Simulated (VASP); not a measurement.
Input of a VASP 6.6.1 run:

INCAR

```
ALGO = Fast
EDIFF = 1E-7
ENCUT = 520
GGA = PS
ISIF = 2
ISMEAR = 0
ISPIN = 2
LASPH = T
LCHARG = F
LMAXMIX = 4
LORBIT = 11
LREAL = F
LWAVE = F
MAGMOM = 3.01 3.01 0.35
NBANDS = 24
NELM = 150
PREC = Accurate
SIGMA = 0.15
```

File KPOINTS:

```
k-points
0
Gamma
  12 12 6
```

Contents of POSCAR:

```
Fe2Pt
1.0
    2.7145377425      0.0000000000      0.0000000000
   -1.3572688712      2.3508586445      0.0000000000
    0.0000000000      0.0000000000      6.1166902767
Fe Pt
2 1
Direct
    0.3333333333      0.6666666667      0.6505854388
    0.6666666667      0.3333333333      0.3494145612
    0.0000000000      0.0000000000      0.0000000000
```

Potentials or basis: VASP PAW PBE potentials, release 64 (Fe, Pt).

Command:

```sh
$ cat potpaw_PBE.64/Fe/POTCAR potpaw_PBE.64/Pt/POTCAR > POTCAR
$ mpirun -np 1 vasp_std > vasp.out
```

(1) Predict the net moment.

(2) Estimate the pressure.

Answers

(1) 5.77 μB per cell.

(2) -0.2 GPa.

Caveat: the PAW data sets were made with another functional, which shifts forces and pressure a little.
